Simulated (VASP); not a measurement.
# AlNi (P1) in VASP: a series of runs

AlNi is run at these levels: LDA; tasks: single point.

All numbers are computed with VASP 6.6.1; they aren't measurements. Logs are shortened: lines on timing, memory, paths and dates and some standing lists are left out, and cuts for length are marked.

## (1) The cell of the first run

The typed cell holds 2 atoms: a = 2.865 Å, b = 2.984 Å, c = 2.870 Å, α = 91.97°, β = 89.92°, γ = 92.26°.

## (2) Single point, LDA, collinear spin, ferromagnetic start

INCAR reads:

```
ALGO = Normal
EDIFF = 1E-7
ENCUT = 520
GGA = CA
ISIF = 2
ISMEAR = -1
ISPIN = 2
LASPH = True
LCHARG = True
LELF = True
LMAXMIX = 4
LORBIT = 11
LREAL = False
LVHAR = True
LWAVE = False
MAGMOM = 0 1
NBANDS = 18
NELM = 150
PREC = Accurate
SIGMA = 0.1
```

KPOINTS reads:

```
k-points
0
Gamma
  7 7 7
```

POSCAR reads:

```
AlNi
1.0
    2.8643900412     -0.0577434389      0.0015573957
   -0.0577434389      2.9826822278     -0.0503358262
    0.0015573957     -0.0503358262      2.8691221280
Al Ni
1 1
Direct
    0.9977500000      0.0111100000      0.9934100000
    0.4982900000      0.4937100000      0.5033000000
```

Potentials or basis: VASP PAW LDA potentials, release 64 (Al, Ni).

On the command line:

```sh
$ cat potpaw_LDA.64/Al/POTCAR potpaw_LDA.64/Ni/POTCAR > POTCAR
$ mpirun -np 1 vasp_std > vasp.out
```

OUTCAR:

```text
EDIFF = 1E-7
   ENCUT = 520
   GGA = CA
   ISIF = 2
   ISMEAR = -1
   ISPIN = 2
   LASPH = True
   LORBIT = 11
   LREAL = False
   NELM = 150
   PREC = Accurate

 ion  position               nearest neighbor table
   1  0.998  0.011  0.993-   2 2.44   2 2.47   2 2.47   2 2.50   2 2.53   2 2.54   2 2.56   2 2.63

   2  0.498  0.494  0.503-   1 2.44   1 2.47   1 2.47   1 2.50   1 2.53   1 2.54   1 2.56   1 2.63

  LATTYP: Found a triclinic cell.
 ALAT       =     2.8649724324
 B/A-ratio  =     1.4143280932
 C/A-ratio  =     1.8013182881
 COS(alpha) =     0.0008001525
 COS(beta)  =     0.5787902523
 COS(gamma) =     0.7060299655

  Lattice vectors:

 A1 = (  -2.8643900412,   0.0577434389,  -0.0015573957)
 A2 = (  -2.8628326455,   0.0074076127,   2.8675647323)
 A3 = (  -2.9236908758,   3.0907614929,  -2.9210153499)

Analysis of symmetry for initial positions (statically):
=====================================================================
 Subroutine PRICEL returns:
 Original cell was already a primitive cell.

 Routine SETGRP: Setting up the symmetry group for a
 triclinic supercell.

 Subroutine GETGRP returns: Found  1 space group operations
 (whereof  1 operations were pure point group operations)
 out of a pool of  2 trial point group operations.

The static configuration has the point symmetry C_1 .

Analysis of symmetry for dynamics (positions and initial velocities):
=====================================================================
 Subroutine PRICEL returns:
 Original cell was already a primitive cell.

 Routine SETGRP: Setting up the symmetry group for a
 triclinic supercell.

 Subroutine GETGRP returns: Found  1 space group operations
 (whereof  1 operations were pure point group operations)
 out of a pool of  2 trial point group operations.

The dynamic configuration has the point symmetry C_1 .

Analysis of structural, dynamic, and magnetic symmetry:
=====================================================================
 Subroutine PRICEL returns:
 Original cell was already a primitive cell.

 Routine SETGRP: Setting up the symmetry group for a
 triclinic supercell.

 Subroutine GETGRP returns: Found  1 space group operations
 (whereof  1 operations were pure point group operations)
 out of a pool of  2 trial point group operations.

The overall configuration has the point symmetry C_1 .

 Subroutine INISYM returns: Found  1 space group operations
 (whereof  1 operations are pure point group operations),
 and found     1 'primitive' translations

----------------------------------------------------------------------------------------

                                     Primitive cell

  volume of cell :      24.4957

  direct lattice vectors                    reciprocal lattice vectors
     2.864390041 -0.057743439  0.001557396     0.349250783  0.006760146 -0.000070978
    -0.057743439  2.982682228 -0.050335826     0.006760146  0.335498846  0.005882316
     0.001557396 -0.050335826  2.869122128    -0.000070978  0.005882316  0.348641904

  length of vectors
     2.864972432  2.983665744  2.869564062     0.349316209  0.335618499  0.348691531

  position of ions in fractional coordinates (direct lattice)
     0.997750000  0.011110000  0.993410000
     0.498290000  0.493710000  0.503300000

  ion indices of the primitive-cell ions
   primitive index   ion index
                 1           1
                 2           2

----------------------------------------------------------------------------------------

 KPOINTS: k-points

Automatic generation of k-mesh.
 Grid dimensions read from file:
 generate k-points for:    7    7    7

 Generating k-lattice:

  Cartesian coordinates                     Fractional coordinates (reciprocal lattice)
     0.049892969  0.000965735 -0.000010140     0.142857143  0.000000000 -0.000000000
     0.000965735  0.047928407  0.000840331    -0.000000000  0.142857143 -0.000000000
    -0.000010140  0.000840331  0.049805986     0.000000000 -0.000000000  0.142857143

  Length of vectors
     0.049902316  0.047945500  0.049813076

  Shift w.r.t. Gamma in fractional coordinates (k-lattice)
     0.000000000  0.000000000  0.000000000

 Subroutine IBZKPT returns following result:
 ===========================================

 Found    172 irreducible k-points:

 Following reciprocal coordinates:
            Coordinates               Weight
  0.000000  0.000000  0.000000      1.000000
  0.142857  0.000000  0.000000      2.000000
  0.285714  0.000000  0.000000      2.000000
  0.428571  0.000000  0.000000      2.000000
  0.000000  0.142857  0.000000      2.000000
  0.142857  0.142857 -0.000000      2.000000
[... 16 lines left out ...]
 -0.428571  0.428571  0.000000      2.000000
 -0.285714  0.428571  0.000000      2.000000
 [... further k-points ...]
   k-points           NKPTS =    172   k-points in BZ     NKDIM =    172   number of bands    NBANDS=     18
   number of dos      NEDOS =    301   number of ions     NIONS =      2
   total plane-waves  NPLWV =  13824
   dimension x,y,z NGX =    24 NGY =   24 NGZ =   24
   dimension x,y,z NGXF=    48 NGYF=   48 NGZF=   48
   ions per type =               1   1
   NGX,Y,Z   is equivalent  to a cutoff of  13.93, 13.37, 13.90 a.u.
   NGXF,Y,Z  is equivalent  to a cutoff of  27.85, 26.74, 27.81 a.u.
 SYSTEM =  unknown system
   PREC   = accura    normal or accurate (medium, high low for compatibility)
   ISTART =      0    job   : 0-new  1-cont  2-samecut
   ICHARG =      2    charge: 1-file 2-atom 10-const
   ISPIN  =      2    spin polarized calculation?
   LNONCOLLINEAR =      F non collinear calculations
   LSORBIT =      F    spin-orbit coupling
   LASPH  =      T    aspherical Exc in radial PAW
   ENCUT  =  520.0 eV  38.22 Ry    6.18 a.u.   5.33  5.55  5.34*2*pi/ulx,y,z
   NELM   =    150;   NELMIN=  2; NELMDL= -5     # of ELM steps
   EDIFF  = 0.1E-06   stopping-criterion for ELM
   LREAL  =      F    real-space projection
   EDIFFG = 0.1E-05   stopping-criterion for IOM
   NSW    =      0    number of steps for IOM
   IBRION =     -1    ionic relax: 0-MD 1-quasi-New 2-CG
   NFREE  =      0    steps in history (QN), initial steepest desc. (CG)
   ISIF   =      2    stress and relaxation
   ISYM   =      2    0-nonsym 1-usesym 2-fastsym
   POTIM  = 0.5000    time-step for ionic-motion
   TEBEG  =    0.0;   TEEND  =   0.0 temperature during run
   PSTRESS=    0.0 pullay stress
   NELECT =      13.0000    total number of electrons
   NUPDOWN=      -1.0000    fix difference up-down
   EMIN   =  10.00;   EMAX   =-10.00  energy-range for DOS
   EFERMI =   0.00;   METHOD = LEGACY
   ISMEAR =    -1;   SIGMA  =   0.10  broadening in eV -4-tet -1-fermi 0-gaus
   EFERMI_NEDOS =   21; number of points for ismear=-14 and -15
   IALGO  =     38    algorithm
   IMIX   =      4    mixing-type and parameters
     AMIX     =   0.40;   BMIX     =  1.00
     AMIX_MAG =   1.60;   BMIX_MAG =  1.00
  volume/ion in A,a.u.               =      12.25        82.65
  Fermi-wavevector in a.u.,A,eV,Ry     =   1.325438  2.504714 23.902507  1.756785
  Thomas-Fermi vector in A             =   2.454898
   LORBIT       =     11    0 simple, 1 ext, 2 COOP (PROOUT), +10 PAW based schemes
   GGA     = CA    functional components
   LHFCALC =     F    Hartree Fock is set to
   AEXX    =    0.0000 exact exchange contribution
   IVDW    =     0    specifies the selected vdW correction
   LEPSILON=     F    determine dielectric tensor
   LRPA    =     F    only Hartree local field effects (RPA)
 spin polarized calculation
  energy-cutoff  :      520.00
  volume of cell :       24.50
 maximum number of plane-waves:       672
 NGX is ok and might be reduce to    24
   NGX = 11   NGY = 11   NGZ = 11

 number of electron      13.0000004 magnetization      -0.0012274

 number of electron      13.0000004 magnetization       0.0002689

 Free energy of the ion-electron system (eV)
  ---------------------------------------------------
  ext. energy  EPLUGINS =         0.00000000
  ---------------------------------------------------
  free energy    TOTEN  =       -12.12060586 eV

  energy without entropy =      -12.10088447  energy(sigma->0) =      -12.11074517

 E-fermi :   9.5364     XC(G=0): -12.1809

 val. band max:        9.4222307310   @ k =  -0.2857   0.4286   0.2857
 cond. band min:       9.5419763574   @ k =  -0.2857   0.2857   0.4286
 fundamental gap:      0.1197456264
 Fermi energy:         9.5363788314

 spin component 1

 k-point     1 :       0.0000    0.0000    0.0000
  band No.  band energies     occupation
      1      -1.4748      1.00000
      2       6.2910      1.00000
      3       6.3272      1.00000
      4       7.8537      1.00000
      5       7.8848      1.00000
      6       8.0317      1.00000
[... 10 lines left out ...]
     17      31.5984      0.00000
     18      33.3820      0.00000
[... 463 lines left out ...]
 k-point    24 :      -0.2857    0.4286    0.0000
  band No.  band energies     occupation
      1       2.6150      1.00000
      2       4.8401      1.00000
      3       6.8582      1.00000
      4       7.0139      1.00000
      5       7.4359      1.00000
      6       7.6754      1.00000
[... 10 lines left out ...]
     17      31.2327      0.00000
     18      33.9528      0.00000

 [... further k-points ...]

 spin component 2

 k-point     1 :       0.0000    0.0000    0.0000
  band No.  band energies     occupation
      1      -1.4748      1.00000
      2       6.2912      1.00000
      3       6.3274      1.00000
      4       7.8538      1.00000
      5       7.8849      1.00000
      6       8.0318      1.00000
[... 10 lines left out ...]
     17      31.5984      0.00000
     18      33.3819      0.00000
[... 463 lines left out ...]
 k-point    24 :      -0.2857    0.4286    0.0000
  band No.  band energies     occupation
      1       2.6149      1.00000
      2       4.8401      1.00000
      3       6.8583      1.00000
      4       7.0141      1.00000
      5       7.4360      1.00000
      6       7.6755      1.00000
[... 10 lines left out ...]
     17      31.2327      0.00000
     18      33.9529      0.00000

 [... further k-points ...]
[... 5 lines left out ...]
  --------------------------------------------------------------------------------------
  -------------------------------------------------------------------------------------
  Total       -1.4963481     -1.9785517     -1.5308270      0.6025843      0.4947821      0.0765449
  in kB      -97.8708124   -129.4100318   -100.1259562     39.4129000     32.3619408      5.0065290
  external PRESSURE =    -109.1356001 kB  Pullay stress =       0.0000000 kB

 VOLUME and BASIS-vectors are now :
 -----------------------------------------------------------------------------
  energy-cutoff  :      520.00
  volume of cell :       24.50
      direct lattice vectors                 reciprocal lattice vectors
     2.864390041 -0.057743439  0.001557396     0.349250783  0.006760146 -0.000070978
    -0.057743439  2.982682228 -0.050335826     0.006760146  0.335498846  0.005882316
     0.001557396 -0.050335826  2.869122128    -0.000070978  0.005882316  0.348641904

 POSITION                                       TOTAL-FORCE (eV/Angst)
 -----------------------------------------------------------------------------------
      2.85885     -0.07448      2.85121        -0.036924     -0.222594      0.095200
      1.39957      1.41847      1.41995         0.036924      0.222594     -0.095200
 -----------------------------------------------------------------------------------
    total drift:                                0.000033     -0.000216     -0.000352

  FREE ENERGIE OF THE ION-ELECTRON SYSTEM (eV)
  ---------------------------------------------------
  free  energy   TOTEN  =       -12.1206058629 eV

  energy  without entropy=      -12.1008844730  energy(sigma->0) =      -12.11074517

 total charge

# of ion       s       p       d       tot
------------------------------------------
    1        0.389   0.408   0.000   0.797
    2        0.474   0.494   8.489   9.457
--------------------------------------------------
tot          0.864   0.902   8.489  10.255

 magnetization (x)

# of ion       s       p       d       tot
------------------------------------------
    1       -0.000  -0.000   0.000  -0.000
    2        0.000  -0.000   0.000   0.000
--------------------------------------------------
tot          0.000  -0.000   0.000   0.000
```

Run time: 47 s. Hardware: 1 thread of Intel Xeon 6975P-C (Granite Rapids), shared host; peak memory 0.21 GiB.

What came out:

| Quantity | Value |
| --- | --- |
| Free energy | -12.1206 eV |
| Pressure | -10.9 GPa |
| Largest force | 0.245 eV/Å |
| Net moment | 0.00 μB per cell |
| Valence electrons inside the program's atomic spheres | Al 0.80; Ni 9.46 |

Forces on the atoms (eV/Å):
```
Al  -0.037 -0.223  0.095
Ni   0.037  0.223 -0.095
```

Levels at points of the mesh, in eV from the Fermi level:
Spin up:
| k point | band 3 | band 4 | band 5 | band 6 | band 7 | band 8 | band 9 | band 10 |
| --- | --- | --- | --- | --- | --- | --- | --- | --- |
| (0.00, 0.00, 0.00) | -3.21 | -1.68 | -1.65 | -1.50 | 4.38 | 5.72 | 5.79 | 7.83 |
Spin down:
| k point | band 2 | band 3 | band 4 | band 5 | band 6 | band 7 | band 8 | band 9 | band 10 | band 11 |
| --- | --- | --- | --- | --- | --- | --- | --- | --- | --- | --- |
| (0.00, 0.00, 0.00) | -3.25 | -3.21 | -1.68 | -1.65 | -1.50 | 4.38 | 5.72 | 5.79 | 7.83 | 8.22 |

## (3) Single point, LDA, collinear spin, ferromagnetic start

This run uses another cell than the first one, of 12.31 Å³/atom, 1.005 times its volume.

INCAR reads:

```
ALGO = Normal
EDIFF = 1E-6
ENCUT = 520
GGA = CA
ISIF = 2
ISMEAR = -1
ISPIN = 2
LASPH = T
LCHARG = F
LMAXMIX = 4
LORBIT = 11
LREAL = F
LWAVE = F
MAGMOM = 0 1
NBANDS = 18
NELM = 150
PREC = Accurate
SIGMA = 0.1
```

KPOINTS is that of step 2.

POSCAR reads:

```
AlNi
1.0
    2.8691800000     -0.0578400000      0.0015600000
   -0.0578400000      2.9876700000     -0.0504200000
    0.0015600000     -0.0504200000      2.8739200000
Al Ni
1 1
Direct
    0.9977500000      0.0111100000      0.9934100000
    0.4982900000      0.4937100000      0.5033000000
```

Potentials or basis: VASP PAW LDA potentials, release 64 (Al, Ni).

On the command line:

```sh
$ cat potpaw_LDA.64/Al/POTCAR potpaw_LDA.64/Ni/POTCAR > POTCAR
$ mpirun -np 1 vasp_std > vasp.out
```

Wall time 44 s (1 thread of Intel Xeon 6975P-C (Granite Rapids), shared host); peak memory 0.22 GiB.

The run converged. Its results:

| Quantity | Value |
| --- | --- |
| Free energy | -12.1120 eV |
| Pressure | -11.6 GPa |
| Largest force | 0.239 eV/Å |
| Net moment | 0.00 μB per cell |
| Valence electrons inside the program's atomic spheres | Al 0.80; Ni 9.45 |

Forces on the atoms (eV/Å):
```
Al  -0.037 -0.217  0.093
Ni   0.037  0.217 -0.093
```

Stress tensor (GPa, compression positive):
```
-10.48   3.87   0.49
  3.87 -13.57   3.18
  0.49   3.18 -10.71
```

Levels at points of the mesh, in eV from the Fermi level:
Spin up:
| k point | band 3 | band 4 | band 5 | band 6 | band 7 | band 8 | band 9 | band 10 |
| --- | --- | --- | --- | --- | --- | --- | --- | --- |
| (0.00, 0.00, 0.00) | -3.19 | -1.67 | -1.64 | -1.50 | 4.36 | 5.70 | 5.77 | 7.82 |
Spin down:
| k point | band 2 | band 3 | band 4 | band 5 | band 6 | band 7 | band 8 | band 9 | band 10 | band 11 |
| --- | --- | --- | --- | --- | --- | --- | --- | --- | --- | --- |
| (0.00, 0.00, 0.00) | -3.22 | -3.19 | -1.67 | -1.64 | -1.50 | 4.36 | 5.70 | 5.77 | 7.82 | 8.21 |

## (4) Single point, LDA, collinear spin, ferromagnetic start

This run uses another cell than the first one, of 12.31 Å³/atom, 1.005 times its volume.

INCAR reads:

```
SYSTEM = AlNi
ALGO = Normal
EDIFF = 1E-6
ENCUT = 520
ISIF = 2
ISMEAR = -1
ISPIN = 2
LASPH = .TRUE.
LCHARG = .TRUE.
LELF = .TRUE.
LMAXMIX = 4
LORBIT = 11
LREAL = .FALSE.
LVHAR = .TRUE.
LWAVE = .FALSE.
MAGMOM = 0 1
NBANDS = 18
NELM = 150
PREC = Accurate
SIGMA = 0.1
```

KPOINTS reads:

```
k-points
0
G
  7 7 7
  0 0 0
```

POSCAR: that of step 3 with these lines changed.

```diff
@@ -9,2 +9,2 @@
     0.9977500000      0.0111100000      0.9934100000
-    0.4982900000      0.4937100000      0.5033000000
+    0.5000333386      0.4937437443      0.5032996457
```

Potentials or basis: VASP PAW LDA potentials, release 64 (Al, Ni).

On the command line:

```sh
$ cat potpaw_LDA.64/Al/POTCAR potpaw_LDA.64/Ni/POTCAR > POTCAR
$ mpirun -np 1 vasp_std > vasp.out
```

OUTCAR:

```text
SYSTEM = AlNi
   EDIFF = 1E-6
   ENCUT = 520
   ISIF = 2
   ISMEAR = -1
   ISPIN = 2
   LASPH = .TRUE.
   LORBIT = 11
   LREAL = .FALSE.
   NELM = 150
   PREC = Accurate

 ion  position               nearest neighbor table
   1  0.998  0.011  0.993-   2 2.45   2 2.47   2 2.47   2 2.51   2 2.53   2 2.54   2 2.56   2 2.64

   2  0.500  0.494  0.503-   1 2.45   1 2.47   1 2.47   1 2.51   1 2.53   1 2.54   1 2.56   1 2.64

  LATTYP: Found a triclinic cell.
 ALAT       =     2.8697633651
 B/A-ratio  =     1.4143280932
 C/A-ratio  =     1.8013182881
 COS(alpha) =     0.0008001525
 COS(beta)  =     0.5787902523
 COS(gamma) =     0.7060299655

  Lattice vectors:

 A1 = (  -2.8691800000,   0.0578400000,  -0.0015600000)
 A2 = (  -2.8676200000,   0.0074200000,   2.8723600000)
 A3 = (  -2.9285800000,   3.0959300000,  -2.9259000000)

Analysis of symmetry for initial positions (statically):
=====================================================================
 Subroutine PRICEL returns:
 Original cell was already a primitive cell.

 Routine SETGRP: Setting up the symmetry group for a
 triclinic supercell.
[... 701 lines left out ...]
  band No.  band energies     occupation
      1      -1.5036      1.00000
      2       6.2500      1.00000
      3       6.2858      1.00000
      4       7.7996      1.00000
      5       7.8306      1.00000
      6       7.9761      1.00000
[... 493 lines left out ...]
     17      31.0938      0.00000
     18      33.7956      0.00000

 [... further k-points ...]
[... 5 lines left out ...]
  --------------------------------------------------------------------------------------
  -------------------------------------------------------------------------------------
  Total       -1.6108317     -2.0843250     -1.6454800      0.5899060      0.4886735      0.0780952
  in kB     -104.8319818   -135.6466489   -107.0868709     38.3907391     31.8025874      5.0823867
  external PRESSURE =    -115.8551672 kB  Pullay stress =       0.0000000 kB

 VOLUME and BASIS-vectors are now :
 -----------------------------------------------------------------------------
  energy-cutoff  :      520.00
  volume of cell :       24.62
      direct lattice vectors                 reciprocal lattice vectors
     2.869180000 -0.057840000  0.001560000     0.348667725  0.006748861 -0.000070859
    -0.057840000  2.987670000 -0.050420000     0.006748861  0.334938747  0.005872496
     0.001560000 -0.050420000  2.873920000    -0.000070859  0.005872496  0.348059863

 POSITION                                       TOTAL-FORCE (eV/Angst)
 -----------------------------------------------------------------------------------
      2.86363     -0.07460      2.85598        -0.013077     -0.212634      0.093353
      1.40691      1.42085      1.42233         0.013077      0.212634     -0.093353
 -----------------------------------------------------------------------------------
    total drift:                                0.000005     -0.000197     -0.000355

  FREE ENERGIE OF THE ION-ELECTRON SYSTEM (eV)
  ---------------------------------------------------
  free  energy   TOTEN  =       -12.1120874430 eV

  energy  without entropy=      -12.0922945324  energy(sigma->0) =      -12.10219099

 total charge

# of ion       s       p       d       tot
------------------------------------------
    1        0.389   0.406   0.000   0.795
    2        0.472   0.490   8.487   9.449
--------------------------------------------------
tot          0.861   0.896   8.487  10.244

 magnetization (x)

# of ion       s       p       d       tot
------------------------------------------
    1       -0.000  -0.000   0.000  -0.000
    2        0.000  -0.000   0.000   0.000
--------------------------------------------------
tot          0.000  -0.000   0.000   0.000
```

It took 40 s on 1 thread of Intel Xeon 6975P-C (Granite Rapids), shared host; peak memory 0.22 GiB.

Results:

```
Free energy                                           : -12.1121 eV
Pressure                                              : -11.6 GPa
Largest force                                         : 0.233 eV/Å
Net moment                                            : 0.00 μB per cell
Valence electrons inside the program's atomic spheres : Al 0.80; Ni 9.45
```

Forces on the atoms (eV/Å):
```
Al  -0.013 -0.213  0.093
Ni   0.013  0.213 -0.093
```

(Part 1 of 2 ends here.)
